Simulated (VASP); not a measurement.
## TaSi3: relaxation of cell and atoms with PBE

TaSi3:

```
CELL_PARAMETERS angstrom
3.92556 0.00000 0.00000
0.00000 3.92556 0.00000
0.00000 0.00000 3.92556
ATOMIC_POSITIONS crystal
Ta 0.00000 0.00000 0.00000
Si 0.00000 0.50000 0.50000
Si 0.50000 0.00000 0.50000
Si 0.50000 0.50000 0.00000
```

* Program: VASP 6.6.1
* Task: relaxation of cell and atoms
* Functional: PBE
* Potentials or basis: VASP PAW PBE potentials, release 64 (Ta_pv, Si)
* Cutoff: 600 eV
* k mesh: 12 × 12 × 12
* Occupations: gaussian, width 0.1 eV
* Spin: no spin polarisation
* Dipole correction: no
* Further INCAR settings: ALGO = Normal; EDIFF = 1e-06; IBRION = 2; EDIFFG = -0.01; NSW = 100; ISIF = 3

```json
{
  "Relaxed volume": "14.74 Å³/atom",
  "Relaxed cell": "a = 3.892 Å, b = 3.892 Å, c = 3.892 Å, α = 90.00°, β = 90.00°, γ = 90.00°",
  "Space group after relaxing (to 0.05 Å)": "Pm-3m (No. 221)",
  "Energy gained by relaxing": "4.2 meV/atom",
  "Ionic steps": "3",
  "Pressure after relaxing": "0.0 GPa"
}
```

Step by step:
```csv
step,energy change (eV),largest force (eV/Å),pressure (GPa),volume (Å³)
1,0.0000,0.0000,-3.41,60.49
2,-0.0051,0.0000,3.13,57.72
3,-0.0168,0.0000,0.01,58.95
```

Final structure:
```
Ta Si
1.0
     3.89197    0.00000    0.00000
     0.00000    3.89197    0.00000
     0.00000    0.00000    3.89197
Ta Si
1 3
Direct
  0.00000 0.00000 0.00000
  0.00000 0.50000 0.50000
  0.50000 0.00000 0.50000
  0.50000 0.50000 0.00000
```

Levels at points of the mesh, in eV from the Fermi level:
```tsv
k point	band 7	band 8	band 9	band 10	band 11	band 12	band 13	band 14	band 15
(0.00, 0.00, 0.00)	-4.46	-4.46	-4.46	-0.88	-0.88	-0.88	-0.56	2.35	2.35
(0.50, 0.00, 0.00)	-4.79	-4.46	-3.36	-1.26	-1.26	-0.42	-0.41	-0.15	2.50
(0.50, 0.50, 0.00)	-7.56	-3.54	-3.54	-1.23	-1.16	0.09	0.76	0.82	0.82
(0.50, 0.50, 0.50)	-7.24	-5.38	-5.38	-5.38	-1.53	1.10	1.10	3.13	3.13
```

It took 4.2 min on 1 thread of AMD EPYC 7R13, on a shared host, peak memory 0.22 GiB.

Caveat: spin-orbit coupling is left out, which moves the levels of the heavy elements.
